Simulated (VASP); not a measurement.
# LiH: electric field gradients with PBE

LiH:

```xyz
2
Lattice="0.0000 2.0189 2.0189 2.0189 0.0000 2.0189 2.0189 2.0189 0.0000" Properties=species:S:1:pos:R:3 pbc="T T T"
Li    0.0000    0.0000    0.0000
H     2.0189    2.0189    2.0189
```

This cell differs from its parent crystal: volume scaled by 0.98.

- Program: VASP 6.6.1
- Task: electric field gradients
- Functional: PBE
- Potentials or basis: VASP PAW PBE potentials, release 64 (Li_sv, H)
- Cutoff: 520 eV
- k mesh: 11 × 11 × 11
- Occupations: fermi-dirac, width 0.03 eV
- Spin: no spin polarisation
- Dipole correction: no
- Further INCAR settings: ALGO = Normal; EDIFF = 1e-08; NBANDS = 9

```yaml
Band_gap_on_the_k_mesh: 3.19 eV, direct
```

Levels at points of the mesh, in eV from the valence-band top:
| k point | band 1 | band 2 | band 3 | band 4 | band 5 | band 6 |
| --- | --- | --- | --- | --- | --- | --- |
| (0.00, 0.00, 0.00) | -44.27 | -5.31 | 15.85 | 17.71 | 17.71 | 17.71 |

It took 6.6 s on 1 thread of Intel(R) Xeon(R) Platinum 8375C CPU @ 2.90GHz (Ice Lake), on a shared host, peak memory 0.13 GiB.

Caveat: without QUAD_EFG the Cq values of the log hold for a quadrupole moment of 1 mb, not for the nuclei. A k mesh can miss the band edges.
